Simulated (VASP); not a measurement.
# BeS (F-43m) in VASP: single point with PBE+U

Aim: the single point of BeS with PBE+U.

Everything below comes from runs of VASP 6.6.1. Logs are shortened: lines on timing, memory, paths and dates and some standing lists are left out, and cuts for length are marked.

### 1 The cell of the first run

The structure is cubic, space group F-43m (No. 216). The conventional cell has a = 4.870 Å, b = 4.870 Å, c = 4.870 Å, α = 90.00°, β = 90.00°, γ = 90.00°. Within 2.8 Å of Be (site symmetry -43m) lie 4 S at 2.11 Å. S (site symmetry -43m) has 4 Be at 2.11 Å within 2.8 Å.

### 2 Single point, PBE+U, collinear spin, zero start

INCAR

```
SYSTEM = BeS
  ALGO = Normal
  EDIFF = 1E-6
  ENCUT = 600
  GGA = PE
  GGA_COMPAT = .FALSE.
  ISIF = 2
  ISMEAR = 0
  ISPIN = 2
  LASPH = .TRUE.
  LCHARG = .FALSE.
  LDAU = .TRUE.
  LDAUJ = 0 0
  LDAUL = -1 1
  LDAUPRINT = 1
  LDAUTYPE = 2
  LDAUU = 0 3.2
  LORBIT = 11
  LREAL = .FALSE.
  LWAVE = .FALSE.
  MAGMOM = 0 0
  NBANDS = 15
  NELM = 200
  PREC = Accurate
  SIGMA = 0.1
```

KPOINTS

```
k-points
0
G
  8 8 8
  0 0 0
```

POSCAR

```
BeS
1.0
    0.0000000000      2.4351516489      2.4351516489
    2.4351516489      0.0000000000      2.4351516489
    2.4351516489      2.4351516489      0.0000000000
Be S
1 1
Direct
    0.0000000000      0.0000000000      0.0000000000
    0.7500000000      0.7500000000      0.7500000000
```

Potentials or basis: VASP PAW PBE potentials, release 64 (Be, S).

Launch:

```sh
cat potpaw_PBE.64/Be/POTCAR potpaw_PBE.64/S/POTCAR > POTCAR
mpirun -np 1 vasp_std > vasp.out
```

OUTCAR:

```text
SYSTEM = BeS
   EDIFF = 1E-6
   ENCUT = 600
   GGA = PE
   ISIF = 2
   ISMEAR = 0
   ISPIN = 2
   LASPH = .TRUE.
   LORBIT = 11
   LREAL = .FALSE.
   NELM = 200
   PREC = Accurate

 ion  position               nearest neighbor table
   1  0.000  0.000  0.000-   2 2.11   2 2.11   2 2.11   2 2.11
   2  0.750  0.750  0.750-   1 2.11   1 2.11   1 2.11   1 2.11

  LATTYP: Found a face centered cubic cell.
 ALAT       =     4.8703032978

  Lattice vectors:

 A1 = (   0.0000000000,   2.4351516489,   2.4351516489)
 A2 = (   2.4351516489,   0.0000000000,   2.4351516489)
 A3 = (   2.4351516489,   2.4351516489,   0.0000000000)

Analysis of symmetry for initial positions (statically):
=====================================================================
 Subroutine PRICEL returns:
 Original cell was already a primitive cell.

 Routine SETGRP: Setting up the symmetry group for a
 face centered cubic supercell.

 Subroutine GETGRP returns: Found 24 space group operations
 (whereof 24 operations were pure point group operations)
 out of a pool of 48 trial point group operations.

The static configuration has the point symmetry T_d .

Analysis of symmetry for dynamics (positions and initial velocities):
=====================================================================
 Subroutine PRICEL returns:
 Original cell was already a primitive cell.

 Routine SETGRP: Setting up the symmetry group for a
 face centered cubic supercell.

 Subroutine GETGRP returns: Found 24 space group operations
 (whereof 24 operations were pure point group operations)
 out of a pool of 48 trial point group operations.

The dynamic configuration has the point symmetry T_d .

Analysis of structural, dynamic, and magnetic symmetry:
=====================================================================
 Subroutine PRICEL returns:
 Original cell was already a primitive cell.

 Routine SETGRP: Setting up the symmetry group for a
 face centered cubic supercell.

 Subroutine GETGRP returns: Found 24 space group operations
 (whereof 24 operations were pure point group operations)
 out of a pool of 48 trial point group operations.

The overall configuration has the point symmetry T_d .

 Subroutine INISYM returns: Found 24 space group operations
 (whereof 24 operations are pure point group operations),
 and found     1 'primitive' translations

----------------------------------------------------------------------------------------

                                     Primitive cell

  volume of cell :      28.8807

  direct lattice vectors                    reciprocal lattice vectors
     0.000000000  2.435151649  2.435151649    -0.205326022  0.205326022  0.205326022
     2.435151649  0.000000000  2.435151649     0.205326022 -0.205326022  0.205326022
     2.435151649  2.435151649  0.000000000     0.205326022  0.205326022 -0.205326022

  length of vectors
     3.443824488  3.443824488  3.443824488     0.355635101  0.355635101  0.355635101

  position of ions in fractional coordinates (direct lattice)
     0.000000000  0.000000000  0.000000000
     0.750000000  0.750000000  0.750000000

  ion indices of the primitive-cell ions
   primitive index   ion index
                 1           1
                 2           2

----------------------------------------------------------------------------------------

 KPOINTS: k-points

Automatic generation of k-mesh.
 Grid dimensions read from file:
 generate k-points for:    8    8    8

 Generating k-lattice:

  Cartesian coordinates                     Fractional coordinates (reciprocal lattice)
    -0.025665753  0.025665753  0.025665753     0.125000000  0.000000000  0.000000000
     0.025665753 -0.025665753  0.025665753     0.000000000  0.125000000  0.000000000
     0.025665753  0.025665753 -0.025665753     0.000000000  0.000000000  0.125000000

  Length of vectors
     0.044454388  0.044454388  0.044454388

  Shift w.r.t. Gamma in fractional coordinates (k-lattice)
     0.000000000  0.000000000  0.000000000

 Subroutine IBZKPT returns following result:
[... 41 lines left out ...]
   ISTART =      0    job   : 0-new  1-cont  2-samecut
   ICHARG =      2    charge: 1-file 2-atom 10-const
   ISPIN  =      2    spin polarized calculation?
   LNONCOLLINEAR =      F non collinear calculations
   LSORBIT =      F    spin-orbit coupling
   LASPH  =      T    aspherical Exc in radial PAW
   ENCUT  =  600.0 eV  44.10 Ry    6.64 a.u.   6.88  6.88  6.88*2*pi/ulx,y,z
   NELM   =    200;   NELMIN=  2; NELMDL= -5     # of ELM steps
   EDIFF  = 0.1E-05   stopping-criterion for ELM
   LREAL  =      F    real-space projection
   EDIFFG = 0.1E-04   stopping-criterion for IOM
   NSW    =      0    number of steps for IOM
   IBRION =     -1    ionic relax: 0-MD 1-quasi-New 2-CG
   NFREE  =      0    steps in history (QN), initial steepest desc. (CG)
   ISIF   =      2    stress and relaxation
   ISYM   =      2    0-nonsym 1-usesym 2-fastsym
   POTIM  = 0.5000    time-step for ionic-motion
   TEBEG  =    0.0;   TEEND  =   0.0 temperature during run
   PSTRESS=    0.0 pullay stress
   NELECT =       8.0000    total number of electrons
   NUPDOWN=      -1.0000    fix difference up-down
   EMIN   =  10.00;   EMAX   =-10.00  energy-range for DOS
   EFERMI =   0.00;   METHOD = LEGACY
   ISMEAR =     0;   SIGMA  =   0.10  broadening in eV -4-tet -1-fermi 0-gaus
   EFERMI_NEDOS =   21; number of points for ismear=-14 and -15
   IALGO  =     38    algorithm
   IMIX   =      4    mixing-type and parameters
     AMIX     =   0.40;   BMIX     =  1.00
     AMIX_MAG =   1.60;   BMIX_MAG =  1.00
  volume/ion in A,a.u.               =      14.44        97.45
  Fermi-wavevector in a.u.,A,eV,Ry     =   1.067175  2.016668 15.495153  1.138862
  Thomas-Fermi vector in A             =   2.202783
   LORBIT       =     11    0 simple, 1 ext, 2 COOP (PROOUT), +10 PAW based schemes
 LDA+U is selected, type is set to LDAUTYPE =  2
   angular momentum for each species LDAUL =    -1    1
   U (eV)           for each species LDAUU =   0.0  3.2
   J (eV)           for each species LDAUJ =   0.0  0.0
   GGA     = PE    functional components
   LHFCALC =     F    Hartree Fock is set to
   AEXX    =    0.0000 exact exchange contribution
   IVDW    =     0    specifies the selected vdW correction
   LEPSILON=     F    determine dielectric tensor
   LRPA    =     F    only Hartree local field effects (RPA)
 spin polarized calculation
 Gauss-broadening in eV      SIGMA  =   0.10
  energy-cutoff  :      600.00
  volume of cell :       28.88
 maximum number of plane-waves:       982
   NGX = 13   NGY = 13   NGZ = 13

 number of electron       7.9999999 magnetization       0.0000000

 number of electron       7.9999999 magnetization      -0.0000000

 Free energy of the ion-electron system (eV)
  ---------------------------------------------------
  ext. energy  EPLUGINS =         0.00000000
  ---------------------------------------------------
  free energy    TOTEN  =        -7.66362280 eV

  energy without entropy =       -7.66362280  energy(sigma->0) =       -7.66362280

 E-fermi :   4.6318     XC(G=0):  -9.6907

 val. band max:        4.1415321286   @ k =   0.0000   0.0000   0.0000
 cond. band min:       7.1771540509   @ k =   0.5000   0.5000   0.0000
 fundamental gap:      3.0356219223
 Fermi energy:         4.6318089086

 spin component 1

 k-point     1 :       0.0000    0.0000    0.0000
  band No.  band energies     occupation
      1      -9.6075      1.00000
      2       4.1415      1.00000
      3       4.1415      1.00000
      4       4.1415      1.00000
      5       9.7231      0.00000
      6       9.7231      0.00000
      7       9.7231      0.00000
      8       9.8010      0.00000
      9      16.8091      0.00000
     10      16.8091      0.00000
     11      18.8218      0.00000
     12      20.5532      0.00000
     13      20.5532      0.00000
     14      20.5532      0.00000
[... 403 lines left out ...]
      4       2.3159      1.00000
      5      10.1576      0.00000
      6      10.6069      0.00000
      7      13.1483      0.00000
      8      14.5312      0.00000
      9      15.4474      0.00000
     10      19.2853      0.00000
     11      19.9448      0.00000
     12      21.6001      0.00000
     13      24.0957      0.00000
     14      25.5366      0.00000
     15      27.6702      0.00000

 [... further k-points ...]

 spin component 2

 k-point     1 :       0.0000    0.0000    0.0000
  band No.  band energies     occupation
      1      -9.6075      1.00000
      2       4.1415      1.00000
      3       4.1415      1.00000
      4       4.1415      1.00000
      5       9.7231      0.00000
      6       9.7231      0.00000
      7       9.7231      0.00000
      8       9.8010      0.00000
      9      16.8091      0.00000
     10      16.8091      0.00000
     11      18.8218      0.00000
     12      20.5532      0.00000
     13      20.5532      0.00000
     14      20.5532      0.00000
[... 403 lines left out ...]
      4       2.3159      1.00000
      5      10.1576      0.00000
      6      10.6069      0.00000
      7      13.1483      0.00000
      8      14.5312      0.00000
      9      15.4474      0.00000
     10      19.2853      0.00000
     11      19.9448      0.00000
     12      21.6001      0.00000
     13      24.0957      0.00000
     14      25.5366      0.00000
     15      27.6702      0.00000

 [... further k-points ...]

------------------------ aborting loop because EDIFF is reached ----------------------------------------

  FORCE on cell =-STRESS in cart. coord.  units (eV):
  Direction    XX          YY          ZZ          XY          YZ          ZX
  --------------------------------------------------------------------------------------
  -------------------------------------------------------------------------------------
  Total        0.1962926      0.1962926      0.1962926      0.0000000      0.0000000     -0.0000000
  in kB       10.8894629     10.8894629     10.8894629      0.0000000      0.0000000     -0.0000000
  external PRESSURE =      10.8894629 kB  Pullay stress =       0.0000000 kB

 VOLUME and BASIS-vectors are now :
 -----------------------------------------------------------------------------
  energy-cutoff  :      600.00
  volume of cell :       28.88
      direct lattice vectors                 reciprocal lattice vectors
     0.000000000  2.435151649  2.435151649    -0.205326022  0.205326022  0.205326022
     2.435151649  0.000000000  2.435151649     0.205326022 -0.205326022  0.205326022
     2.435151649  2.435151649  0.000000000     0.205326022  0.205326022 -0.205326022

 POSITION                                       TOTAL-FORCE (eV/Angst)
 -----------------------------------------------------------------------------------
      0.00000      0.00000      0.00000        -0.000000     -0.000000      0.000000
      3.65273      3.65273      3.65273         0.000000      0.000000     -0.000000
 -----------------------------------------------------------------------------------
    total drift:                               -0.000000     -0.000000     -0.000000

  FREE ENERGIE OF THE ION-ELECTRON SYSTEM (eV)
  ---------------------------------------------------
  free  energy   TOTEN  =        -7.6636227958 eV

  energy  without entropy=       -7.6636227958  energy(sigma->0) =       -7.66362280

 total charge

# of ion       s       p       d       tot
------------------------------------------
    1        0.387   0.646   0.000   1.033
    2        1.308   2.497   0.000   3.805
--------------------------------------------------
tot          1.695   3.143   0.000   4.837

 magnetization (x)

# of ion       s       p       d       tot
------------------------------------------
    1        0.000  -0.000   0.000   0.000
    2       -0.000  -0.000   0.000  -0.000
--------------------------------------------------
tot         -0.000  -0.000   0.000  -0.000
```

Wall time 20 s (1 thread of AMD EPYC 7R13 (Zen 3), shared host); peak memory 0.14 GiB.

Results:

| Quantity | Value |
| --- | --- |
| Free energy | -7.6636 eV |
| Pressure | 1.1 GPa |
| Band gap on the k mesh | 3.04 eV (least direct gap 5.58 eV) |
| Net moment | 0.00 μB per cell |
| Valence electrons inside the program's atomic spheres | Be 1.03; S 3.81 |
